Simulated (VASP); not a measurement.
Runs of VASP 6.6.1 on Si. The structure is that of space group Fd-3m (No. 227), or close to it. The cells are those of the table. 

| task | cell | k mesh | cutoff (eV) | smearing | gap on the mesh (eV) | pressure (GPa) |
| --- | --- | --- | --- | --- | --- | --- |
| single point | a = 3.819 Å, angles 60.0°, 2 atoms | 8 × 8 × 8 | 520 | gaussian 0.02 eV | 0.49 | 0.1 |
| single point | a = 3.819 Å, angles 60.0°, 2 atoms | 12 × 12 × 12 | 520 | gaussian 0.01 eV | (a) | 0.1 |
| single point | a = 3.819 Å, angles 60.0°, 2 atoms | 10 × 10 × 10 | 520 | gaussian 0.02 eV | 0.45 | 0.1 |
| relaxation of cell and atoms | relaxed from a = 3.819 Å, angles 60.0°, 2 atoms | 10 × 10 × 10 | 600 | gaussian 0.02 eV | 0.45 | 0.0 |

Alike in all rows: level LDA; potentials or basis VASP PAW LDA potentials, release 64 (Si); no spin polarisation.

Problem. Estimate the missing entries.

Solution. (a) 0.44.

A k mesh can miss the band edges.
